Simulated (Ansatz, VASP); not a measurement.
# Two plane-wave programs on C

INCAR

```
PREC = Accurate
ENCUT = 1300
EDIFF = 1E-6
ISMEAR = 0
SIGMA = 0.05
LREAL = False
LASPH = True
NELM = 120
ALGO = Normal
ISIF = 2
LWAVE = False
LCHARG = False
NBANDS = 11
GGA_COMPAT = False
```

File KPOINTS:

```
regular mesh
0
Gamma
  12 12 12
```

Contents of POSCAR:

```
C
1.0
    0.0000000000      1.7374228774      1.8677295932
    1.7374228774      0.0000000000      1.8677295932
    1.7374228774      1.7374228774      0.0000000000
C
2
Direct
    0.5000000000      0.5000000000      0.5000000000
    0.7500000000      0.7500000000      0.7500000000
```

Input for Ansatz:

```yaml
crystal:
  lattice:
    - [0.0, 1.7374228774, 1.8677295932]
    - [1.7374228774, 0.0, 1.8677295932]
    - [1.7374228774, 1.7374228774, 0.0]
  atoms:
    - { symbol: C, position: [0.5, 0.5, 0.5] }
    - { symbol: C, position: [0.75, 0.75, 0.75] }
basis:
  ecutwfc: 520.0
kpoints:
  mp_grid: { grid: [12, 12, 12] }
hamiltonian:
  xc: lda
  pseudopotentials: { kind: paw, azcp: { folder: soft_1 } }
scf:
  occupations: { method: gaussian, width: 0.05 }
output:
  forces: true
  stress: true
  eigenvalues: true
```

Alike in both runs: task single point; functional LDA; k mesh 12 × 12 × 12; occupations gaussian, width 0.05 eV; no spin polarisation.

|  | VASP | Ansatz |
| --- | --- | --- |
| version | VASP 6.6.1 | Ansatz 0.2.0 |
| potentials or method | VASP PAW LDA potentials, release 64 (C_h), cutoff 1300 eV | scalar-relativistic, plane waves, PAW |
| valence electrons in the cell | 8 | 8 |

```tsv
	VASP	Ansatz	Ansatz less VASP
gap on the k mesh at the Fermi level (eV)	3.23	3.24	+0.006
least direct gap on the mesh (eV)	4.92	4.92	-0.002
pressure (GPa)	-9.6	-10.5	-0.93
traceless stress, the component that is largest in VASP (GPa)	-48.16	-48.18	-0.022
```

Ansatz warns that its potentials were made for another functional, while VASP's fit it. LDA's correlation is that of Perdew and Zunger in VASP and of Perdew and Wang (1992) in Ansatz.
